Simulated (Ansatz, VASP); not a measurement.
One calculation of MgO, two programs

```
Mg O
1.0
     0.00000    2.07404    2.07404
     2.07404    0.00000    2.07404
     2.07404    2.07404    0.00000
Mg O
1 1
Direct
  0.00000 0.00000 0.00000
  0.50000 0.50000 0.50000
```

Change from the starting cell: mode 6 frozen in at -0.000 Å, equal normal strain along x, y and z -0.0250.

Alike in both runs: task single point; functional PBE; k mesh 10 × 10 × 10; occupations gaussian, width 0.05 eV; no spin polarisation.

|  | VASP | Ansatz |
| --- | --- | --- |
| version | VASP 6.6.1 | Ansatz 0.2.0 |
| potentials or method | VASP PAW PBE potentials, release 64 (Mg, O), cutoff 600 eV | scalar-relativistic, plane waves, PAW |
| valence electrons in the cell | 8 | 16 |

|  | VASP | Ansatz | Ansatz less VASP |
| --- | --- | --- | --- |
| gap on the k mesh at the Fermi level (eV) | 5.19 | 5.21 | +0.017 |
| least direct gap on the mesh (eV) | 5.19 | 5.21 | +0.017 |
| pressure (GPa) | 12.2 | 13.3 | +1.09 |

The functional is the same, so the differences come from potentials, cutoffs and numerics. VASP's potentials hold 8 valence electrons a cell and Ansatz's 16, so a difference there can come from the potentials and not from the codes.
